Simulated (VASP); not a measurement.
# BeCd2Te3 (Cmc2_1) in VASP: single point with PBE

Aim: the single point of BeCd2Te3 with PBE.

Everything below comes from runs of VASP 6.6.1. Logs are shortened: lines on timing, memory, paths and dates and some standing lists are left out, and cuts for length are marked.

**1. The cell of the first run**

It takes space group Cmc2_1 (No. 36, orthorhombic). The conventional cell has a = 13.309 Å, b = 7.697 Å, c = 7.249 Å, α = 90.00°, β = 90.00°, γ = 90.00°. Be (site symmetry m) has 4 Te at 2.46 to 2.51 Å within 3.2 Å. Within 3.8 Å of Cd (site symmetry 1) lie 4 Te at 2.85 to 2.87 Å. Within 3.2 Å of Te (site symmetry 1) lie 1 Be at 2.46 Å and 3 Cd at 2.85 to 2.87 Å. Within 3.3 Å of Te (site symmetry m) lie 2 Be at 2.47 to 2.51 Å and 2 Cd at 2.86 Å.

**2. Single point, PBE**

INCAR reads:

```
SYSTEM = BeCd2Te3
PREC = Accurate ; ENCUT = 520
EDIFF = 1E-7 ; ISMEAR = 0
SIGMA = 0.01 ; LREAL = .False.
LASPH = .True. ; NELM = 60
ALGO = Normal ; ISIF = 2
LWAVE = .False. ; LCHARG = .False.
GGA = PE ; NBANDS = 56
```

KPOINTS reads:

```
Automatic mesh
0
Gamma
  4 4 4
  0 0 0
```

POSCAR reads:

```
BeCd2Te3
1.0
    6.6545645755     -3.8486681805      0.0000000000
    6.6545645755      3.8486681805      0.0000000000
    0.0000000000      0.0000000000      7.2489959392
Be Cd Te
2 4 6
Direct
    0.8464785625      0.1535214375      0.5038368513
    0.1535214375      0.8464785625      0.0038368513
    0.4896657537      0.8308244330      0.4996089299
    0.1691755670      0.5103342463      0.4996089299
    0.8308244330      0.4896657537      0.9996089299
    0.5103342463      0.1691755670      0.9996089299
    0.5371019012      0.1636592522      0.6066471928
    0.8363407478      0.4628980988      0.6066471928
    0.1319974423      0.8680025577      0.6586509031
    0.1636592522      0.5371019012      0.1066471928
    0.4628980988      0.8363407478      0.1066471928
    0.8680025577      0.1319974423      0.1586509031
```

Potentials or basis: VASP PAW PBE potentials, release 64 (Be, Cd, Te).

Run with:

```bash
$ cat potpaw_PBE.64/Be/POTCAR potpaw_PBE.64/Cd/POTCAR potpaw_PBE.64/Te/POTCAR > POTCAR
$ mpirun -np 1 vasp_std > vasp.out
```

OUTCAR:

```text
SYSTEM = BeCd2Te3
   PREC = Accurate
   ENCUT = 520
   EDIFF = 1E-7
   ISMEAR = 0
   LREAL = .False.
   LASPH = .True.
   NELM = 60
   ISIF = 2
   GGA = PE

 ion  position               nearest neighbor table
   1  0.846  0.154  0.504-   7 2.46   8 2.46   9 2.47  12 2.51
   2  0.154  0.846  0.004-  10 2.46  11 2.46  12 2.47   9 2.51
   3  0.490  0.831  0.500-  11 2.85   8 2.86   9 2.86   7 2.87
   4  0.169  0.510  0.500-  10 2.85   7 2.86   9 2.86   8 2.87
   5  0.831  0.490  1.000-   8 2.85  11 2.86  12 2.86  10 2.87
   6  0.510  0.169  1.000-   7 2.85  10 2.86  12 2.86  11 2.87
   7  0.537  0.164  0.607-   1 2.46   6 2.85   4 2.86   3 2.87
   8  0.836  0.463  0.607-   1 2.46   5 2.85   3 2.86   4 2.87
   9  0.132  0.868  0.659-   1 2.47   2 2.51   3 2.86   4 2.86
  10  0.164  0.537  0.107-   2 2.46   4 2.85   6 2.86   5 2.87
  11  0.463  0.836  0.107-   2 2.46   3 2.85   5 2.86   6 2.87
  12  0.868  0.132  0.159-   2 2.47   1 2.51   5 2.86   6 2.86

  LATTYP: Found a base centered orthorhombic cell.
 ALAT       =     7.6973363610
 B/A-ratio  =     1.7290564589
 C/A-ratio  =     0.9417538223

  Lattice vectors:

 A1 = (  -6.6545645755,  -3.8486681805,   0.0000000000)
 A2 = (   6.6545645755,  -3.8486681805,   0.0000000000)
 A3 = (   0.0000000000,   0.0000000000,   7.2489959392)

Analysis of symmetry for initial positions (statically):
=====================================================================
 Subroutine PRICEL returns:
 Original cell was already a primitive cell.

 Routine SETGRP: Setting up the symmetry group for a
 base centered orthorhombic supercell.

 Subroutine GETGRP returns: Found  4 space group operations
 (whereof  2 operations were pure point group operations)
 out of a pool of  8 trial point group operations.

The static configuration has the point symmetry C_1h.
 The point group associated with its full space group is C_2v.

Analysis of symmetry for dynamics (positions and initial velocities):
=====================================================================
 Subroutine PRICEL returns:
 Original cell was already a primitive cell.

 Routine SETGRP: Setting up the symmetry group for a
 base centered orthorhombic supercell.

 Subroutine GETGRP returns: Found  4 space group operations
 (whereof  2 operations were pure point group operations)
 out of a pool of  8 trial point group operations.

The dynamic configuration has the point symmetry C_1h.
 The point group associated with its full space group is C_2v.

 Subroutine INISYM returns: Found  4 space group operations
 (whereof  2 operations are pure point group operations),
 and found     1 'primitive' translations

----------------------------------------------------------------------------------------

                                     Primitive cell

  volume of cell :     371.3111

  direct lattice vectors                    reciprocal lattice vectors
     6.654564576 -3.848668180  0.000000000     0.075136396 -0.129915071  0.000000000
     6.654564576  3.848668180  0.000000000     0.075136396  0.129915071  0.000000000
     0.000000000  0.000000000  7.248995939     0.000000000  0.000000000  0.137950139

  length of vectors
     7.687358223  7.687358223  7.248995939     0.150077992  0.150077992  0.137950139

  position of ions in fractional coordinates (direct lattice)
     0.846478563  0.153521437  0.503836851
     0.153521437  0.846478563  0.003836851
     0.489665754  0.830824433  0.499608930
     0.169175567  0.510334246  0.499608930
     0.830824433  0.489665754  0.999608930
     0.510334246  0.169175567  0.999608930
     0.537101901  0.163659252  0.606647193
     0.836340748  0.462898099  0.606647193
     0.131997442  0.868002558  0.658650903
     0.163659252  0.537101901  0.106647193
     0.462898099  0.836340748  0.106647193
     0.868002558  0.131997442  0.158650903

  ion indices of the primitive-cell ions
   primitive index   ion index
                 1           1
                 2           2
                 3           3
                 4           4
                 5           5
                 6           6
                 7           7
                 8           8
                 9           9
                10          10
                11          11
                12          12

----------------------------------------------------------------------------------------

 KPOINTS: Automatic mesh

Automatic generation of k-mesh.
 Grid dimensions read from file:
 generate k-points for:    4    4    4

 Generating k-lattice:

  Cartesian coordinates                     Fractional coordinates (reciprocal lattice)
     0.018784099 -0.032478768  0.000000000     0.250000000  0.000000000  0.000000000
     0.018784099  0.032478768  0.000000000     0.000000000  0.250000000  0.000000000
     0.000000000  0.000000000  0.034487535     0.000000000  0.000000000  0.250000000

  Length of vectors
     0.037519498  0.037519498  0.034487535

  Shift w.r.t. Gamma in fractional coordinates (k-lattice)
     0.000000000  0.000000000  0.000000000

 Subroutine IBZKPT returns following result:
 ===========================================

 Found     21 irreducible k-points:

 Following reciprocal coordinates:
            Coordinates               Weight
  0.000000  0.000000  0.000000      1.000000
  0.250000  0.000000  0.000000      4.000000
  0.500000  0.000000  0.000000      2.000000
  0.250000  0.250000  0.000000      2.000000
  0.500000  0.250000  0.000000      4.000000
 -0.250000  0.250000  0.000000      2.000000
[... 13 lines left out ...]
 -0.250000  0.250000  0.500000      2.000000
  0.500000  0.500000  0.500000      1.000000
   k-points           NKPTS =     21   k-points in BZ     NKDIM =     21   number of bands    NBANDS=     56
   number of dos      NEDOS =    301   number of ions     NIONS =     12
   total plane-waves  NPLWV = 194400
   dimension x,y,z NGX =    60 NGY =   60 NGZ =   54
   dimension x,y,z NGXF=   120 NGYF=  120 NGZF=  108
   ions per type =               2   4   6
   NGX,Y,Z   is equivalent  to a cutoff of  12.98, 12.98, 12.38 a.u.
   NGXF,Y,Z  is equivalent  to a cutoff of  25.95, 25.95, 24.77 a.u.
 SYSTEM =  BeCd2Te3
   PREC   = accura    normal or accurate (medium, high low for compatibility)
   ISTART =      0    job   : 0-new  1-cont  2-samecut
   ICHARG =      2    charge: 1-file 2-atom 10-const
   ISPIN  =      1    spin polarized calculation?
   LNONCOLLINEAR =      F non collinear calculations
   LSORBIT =      F    spin-orbit coupling
   LASPH  =      T    aspherical Exc in radial PAW
   ENCUT  =  520.0 eV  38.22 Ry    6.18 a.u.  14.29 14.29 13.48*2*pi/ulx,y,z
   NELM   =     60;   NELMIN=  2; NELMDL= -5     # of ELM steps
   EDIFF  = 0.1E-06   stopping-criterion for ELM
   LREAL  =      F    real-space projection
   EDIFFG = 0.1E-05   stopping-criterion for IOM
   NSW    =      0    number of steps for IOM
   IBRION =     -1    ionic relax: 0-MD 1-quasi-New 2-CG
   NFREE  =      0    steps in history (QN), initial steepest desc. (CG)
   ISIF   =      2    stress and relaxation
   ISYM   =      2    0-nonsym 1-usesym 2-fastsym
   POTIM  = 0.5000    time-step for ionic-motion
   TEBEG  =    0.0;   TEEND  =   0.0 temperature during run
   PSTRESS=    0.0 pullay stress
   NELECT =      88.0000    total number of electrons
   NUPDOWN=      -1.0000    fix difference up-down
   EMIN   =  10.00;   EMAX   =-10.00  energy-range for DOS
   EFERMI =   0.00;   METHOD = LEGACY
   ISMEAR =     0;   SIGMA  =   0.01  broadening in eV -4-tet -1-fermi 0-gaus
   EFERMI_NEDOS =   21; number of points for ismear=-14 and -15
   IALGO  =     38    algorithm
   IMIX   =      4    mixing-type and parameters
     AMIX     =   0.40;   BMIX     =  1.00
     AMIX_MAG =   1.60;   BMIX_MAG =  1.00
  volume/ion in A,a.u.               =      30.94       208.81
  Fermi-wavevector in a.u.,A,eV,Ry     =   1.013110  1.914499 13.964896  1.026391
  Thomas-Fermi vector in A             =   2.146259
   LORBIT       =      0    0 simple, 1 ext, 2 COOP (PROOUT), +10 PAW based schemes
   GGA     = PE    functional components
   LHFCALC =     F    Hartree Fock is set to
   AEXX    =    0.0000 exact exchange contribution
   IVDW    =     0    specifies the selected vdW correction
   LEPSILON=     F    determine dielectric tensor
   LRPA    =     F    only Hartree local field effects (RPA)
 non-spin polarized calculation
 Gauss-broadening in eV      SIGMA  =   0.01
  energy-cutoff  :      520.00
  volume of cell :      371.31
 maximum number of plane-waves:     10025
 NGX is ok and might be reduce to    60
   NGX = 29   NGY = 29   NGZ = 27

 number of electron      87.9999985 magnetization

 Free energy of the ion-electron system (eV)
  ---------------------------------------------------
  ext. energy  EPLUGINS =         0.00000000
  ---------------------------------------------------
  free energy    TOTEN  =       -34.25588638 eV

  energy without entropy =      -34.25588638  energy(sigma->0) =      -34.25588638

 E-fermi :   2.8716     XC(G=0):  -8.6229

 val. band max:        2.7841746405   @ k =   0.0000   0.0000   0.0000
 cond. band min:       4.0997298866   @ k =   0.0000   0.0000   0.0000
 fundamental gap:      1.3155552461
 Fermi energy:         2.8716229322

 k-point     1 :       0.0000    0.0000    0.0000
  band No.  band energies     occupation
      1      -8.5476      2.00000
      2      -7.9413      2.00000
      3      -7.7029      2.00000
      4      -7.6990      2.00000
      5      -7.6902      2.00000
      6      -7.6821      2.00000
[... 1228 lines left out ...]
     55       7.2998      0.00000
     56       7.2998      0.00000

------------------------ aborting loop because EDIFF is reached ----------------------------------------

  FORCE on cell =-STRESS in cart. coord.  units (eV):
  Direction    XX          YY          ZZ          XY          YZ          ZX
  --------------------------------------------------------------------------------------
  -------------------------------------------------------------------------------------
  Total        0.2556131      0.2620671      0.2670221      0.0000000      0.0000000      0.0000000
  in kB        1.1029496      1.1307983      1.1521787      0.0000000      0.0000000      0.0000000
  external PRESSURE =       1.1286422 kB  Pullay stress =       0.0000000 kB

 VOLUME and BASIS-vectors are now :
 -----------------------------------------------------------------------------
  energy-cutoff  :      520.00
  volume of cell :      371.31
      direct lattice vectors                 reciprocal lattice vectors
     6.654564576 -3.848668180  0.000000000     0.075136396 -0.129915071  0.000000000
     6.654564576  3.848668180  0.000000000     0.075136396  0.129915071  0.000000000
     0.000000000  0.000000000  7.248995939     0.000000000  0.000000000  0.137950139

 POSITION                                       TOTAL-FORCE (eV/Angst)
 -----------------------------------------------------------------------------------
      6.65456     -2.66696      3.65231         0.000000     -0.001277     -0.003859
      6.65456      2.66696      0.02781         0.000000      0.001277     -0.003859
      8.78729      1.31301      3.62166         0.000423      0.000086     -0.000185
      4.52184      1.31301      3.62166        -0.000423      0.000086     -0.000185
      8.78729     -1.31301      7.24616         0.000423     -0.000086     -0.000185
      4.52184     -1.31301      7.24616        -0.000423     -0.000086     -0.000185
      4.66326     -1.43726      4.39758         0.003236     -0.002722     -0.001504
      8.64587     -1.43726      4.39758        -0.003236     -0.002722     -0.001504
      6.65456      2.83264      4.77456         0.000000      0.004753      0.007236
      4.66326      1.43726      0.77309         0.003236      0.002722     -0.001504
      8.64587      1.43726      0.77309        -0.003236      0.002722     -0.001504
      6.65456     -2.83264      1.15006         0.000000     -0.004753      0.007236
 -----------------------------------------------------------------------------------
    total drift:                               -0.000000     -0.000000      0.000831

  FREE ENERGIE OF THE ION-ELECTRON SYSTEM (eV)
  ---------------------------------------------------
  free  energy   TOTEN  =       -34.2558863834 eV

  energy  without entropy=      -34.2558863834  energy(sigma->0) =      -34.25588638
```

Run time: 18 min. Hardware: 1 thread of Intel Xeon 8259CL, shared host; peak memory 0.69 GiB.

What came out:

- Free energy: -34.2559 eV
- Pressure: 0.1 GPa
- Largest force: 0.009 eV/Å
- Band gap on the k mesh: 1.32 eV

Forces on the atoms (eV/Å):
```
Be   0.000 -0.001 -0.004
Be   0.000  0.001 -0.004
Cd   0.000  0.000  0.000
Cd   0.000  0.000  0.000
Cd   0.000  0.000  0.000
Cd   0.000  0.000  0.000
Te   0.003 -0.003 -0.002
Te  -0.003 -0.003 -0.002
Te   0.000  0.005  0.007
Te   0.003  0.003 -0.002
Te  -0.003  0.003 -0.002
Te   0.000 -0.005  0.007
```

Caveat: spin-orbit coupling is left out, which moves the levels of the heavy elements. A k mesh can miss the band edges.
